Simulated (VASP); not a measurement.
ScNb:

```
Nb Sc
1.0
     3.06564    0.00000    0.00000
    -1.53282    2.65493    0.00000
     0.00000    0.00000    5.07219
Nb Sc
1 1
Direct
  0.33333 0.66667 0.50000
  0.00000 0.00000 0.00000
```

- Program: VASP 6.6.1
- Task: relaxation of cell and atoms
- Functional: PBEsol
- Dispersion: D4
- Potentials or basis: VASP PAW PBE potentials, release 64 (Nb_sv, Sc_sv)
- Cutoff: 600 eV
- k mesh: 10 × 10 × 5
- Occupations: fermi-dirac, width 0.05 eV
- Spin: no spin polarisation

At the start: pressure -5.4 GPa; volume 20.64 Å³/atom.

Task: Where does the relaxation end?

Result: Over 3 steps the energy falls by 18.9 meV/atom and the volume is 19.57 Å³/atom (-5.2 %); space group P-6m2 (No. 187, to 0.1 Å) before and after.

The path:
| step | energy change (eV) | largest force (eV/Å) | pressure (GPa) | volume (Å³) |
| --- | --- | --- | --- | --- |
| 1 | 0.0000 | 0.0000 | -5.36 | 41.28 |
| 2 | -0.0065 | 0.0000 | 5.64 | 37.29 |
| 3 | -0.0378 | 0.0000 | -0.04 | 39.13 |

Final structure:
```
CELL_PARAMETERS angstrom
3.01266 0.00000 0.00000
-1.50633 2.60904 0.00000
0.00000 0.00000 4.97886
ATOMIC_POSITIONS crystal
Nb 0.33333 0.66667 0.50000
Sc 0.00000 0.00000 0.00000
```

Caveat: the PAW data sets were made with another functional, which shifts forces and pressure a little.
